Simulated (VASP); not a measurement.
Here is a VASP 6.6.1 calculation.

INCAR

```
SYSTEM = MnO
  PREC = Accurate
  ENCUT = 520
  EDIFF = 1E-6
  ISMEAR = 0
  SIGMA = 0.1
  LREAL = .FALSE.
  LASPH = .TRUE.
  NELM = 150
  ALGO = Normal
  ISIF = 2
  LWAVE = .FALSE.
  LCHARG = .FALSE.
  ISPIN = 2
  MAGMOM = 4.45 4.45 0 0
  LORBIT = 11
  LMAXMIX = 4
  GGA = PE
  NBANDS = 31
```

KPOINTS

```
Automatic mesh
0
G
  6 6 4
  0 0 0
```

POSCAR

```
MnO
1.0
    3.9822309267      0.0000000000      0.0000000000
    0.0000000000      3.9822309267      0.0000000000
    0.0000000000      0.0000000000      3.3524622509
Mn O
2 2
Direct
    0.0000000000      0.5000000000     -0.0219034458
    0.5000000000      0.0000000000      1.0219034458
    0.5000000000      0.5000000000      0.0000000000
    0.0000000000      0.0000000000      0.0000000000
```

Potentials or basis: VASP PAW PBE potentials, release 64 (Mn_pv, O).

Command:

```bash
$ cat potpaw_PBE.64/Mn_pv/POTCAR potpaw_PBE.64/O/POTCAR > POTCAR
$ mpirun -np 1 vasp_std > vasp.out
```

**Question.** What does it give for the site moments?

**Answer.** Mn +3.62; O +0.10 μB.

**Question.** Estimate the largest force.

**Answer.** 0.020 eV/Å.

Stress tensor (GPa, compression positive):
```
 0.82  0.00  0.00
 0.00  0.82  0.00
 0.00  0.00 -0.36
```

Caveat: the k points lie up to 0.47 Å⁻¹ apart; the run started ferromagnetic, and an antiferromagnetic order may lie lower in energy.
